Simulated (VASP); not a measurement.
Crystal: Be2Se.

```
Be Se
1.0
     2.91021   -1.72475    0.00000
     2.91021    1.72475    0.00000
    -0.81598    0.00000    8.83229
Be Se
4 2
Direct
  0.83737 0.83737 0.15879
  0.85082 0.85082 0.66039
  0.52283 0.52283 0.30168
  0.53820 0.53820 0.80224
  0.89137 0.89137 0.91402
  0.87486 0.87486 0.41287
```

* Program: VASP 6.6.1
* Task: relaxation of cell and atoms
* Functional: PBE
* Potentials or basis: VASP PAW PBE potentials, release 64 (Be, Se)
* Cutoff: 600 eV
* k mesh: 6 × 6 × 2
* Occupations: gaussian, width 0.1 eV
* Spin: no spin polarisation

At the start: pressure 2.7 GPa; volume 14.78 Å³/atom.

Question: Where does the relaxation end?

Answer: Over 14 steps the energy falls by 24.1 meV/atom and the volume is 15.39 Å³/atom (+4.1 %); space group Cm (No. 8, to 0.1 Å) before and after.

Step by step:
```csv
step,energy change (eV),largest force (eV/Å),pressure (GPa),volume (Å³)
1,0.0000,0.0667,2.68,88.67
2,-0.0734,0.3216,-0.27,91.84
3,-0.0741,0.3544,-0.58,92.24
4,-0.0962,0.2766,-0.24,92.15
5,-0.1071,0.3146,0.26,92.02
6,-0.1203,0.1697,-0.04,92.40
7,-0.1231,0.2003,-0.23,92.68
8,-0.1320,0.1499,-0.15,92.54
9,-0.1347,0.1491,-0.07,92.41
10,-0.1412,0.0796,0.20,92.15
11,-0.1419,0.0903,0.32,92.03
12,-0.1440,0.0420,-0.26,92.67
13,-0.1440,0.0417,-0.18,92.58
14,-0.1446,0.0272,0.01,92.33
```

Final structure:
```yaml
crystal:
  lattice:
    - [2.95542, -1.70757, 0.13485]
    - [2.95542, 1.70757, 0.13485]
    - [-0.41179, 0.00000, 9.12914]
  atoms:
    - { symbol: Be, position: [0.86064, 0.86064, 0.16021] }
    - { symbol: Be, position: [0.86747, 0.86747, 0.66022] }
    - { symbol: Be, position: [0.52589, 0.52589, 0.30369] }
    - { symbol: Be, position: [0.53431, 0.53431, 0.80373] }
    - { symbol: Se, position: [0.86789, 0.86789, 0.91108] }
    - { symbol: Se, position: [0.85925, 0.85925, 0.41106] }
```
